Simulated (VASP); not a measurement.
The system is Tb2GeO.

```
Tb Ge O
1.0
    -2.71508    2.71508    2.66786
     2.71508   -2.71508    2.66786
     2.71508    2.71508   -2.66786
Tb Ge O
2 1 1
Direct
  0.50000 0.50000 0.00000
  0.25000 0.75000 0.50000
  0.00000 0.00000 0.00000
  0.75000 0.25000 0.50000
```

The cell was built from a structure type or drawn by symmetry, and may not be a known phase.

- Program: VASP 6.6.1
- Task: relaxation of cell and atoms
- Functional: PBE
- Potentials or basis: VASP PAW PBE potentials, release 64 (Tb_3, Ge_d, O), 4f in core
- Cutoff: 600 eV
- k mesh: 4 × 4 × 4
- Occupations: gaussian, width 0.15 eV
- Spin: no spin polarisation

At the start: pressure 4.4 GPa; volume 19.67 Å³/atom.

Problem. How do energy, volume and symmetry change on relaxing?

Solution. Over 5 steps the energy falls by 50.4 meV/atom and the volume is 22.35 Å³/atom (+13.7 %); space group I-4m2 (No. 119, to 0.1 Å) before and after.

The path:
```csv
step,energy change (eV),largest force (eV/Å),pressure (GPa),volume (Å³)
1,0.0000,0.0000,4.39,78.67
2,-0.1134,0.0000,-0.14,84.95
3,-0.1182,0.0000,-1.27,86.89
4,-0.1970,0.0000,-0.32,88.90
5,-0.2015,0.0000,0.02,89.41
```

Final structure:
```yaml
crystal:
  lattice:
    - [-2.93119, 2.93119, 2.60151]
    - [2.93119, -2.93119, 2.60151]
    - [2.93119, 2.93119, -2.60151]
  atoms:
    - { symbol: Tb, position: [0.50000, 0.50000, 0.00000] }
    - { symbol: Tb, position: [0.25000, 0.75000, 0.50000] }
    - { symbol: Ge, position: [0.00000, 0.00000, 0.00000] }
    - { symbol: O, position: [0.75000, 0.25000, 0.50000] }
```

Caveat: the k points lie up to 0.40 Å⁻¹ apart in the final cell, too coarse for converged energies and pressures of a metal; the run has no spin polarisation, though such a crystal can be magnetic.
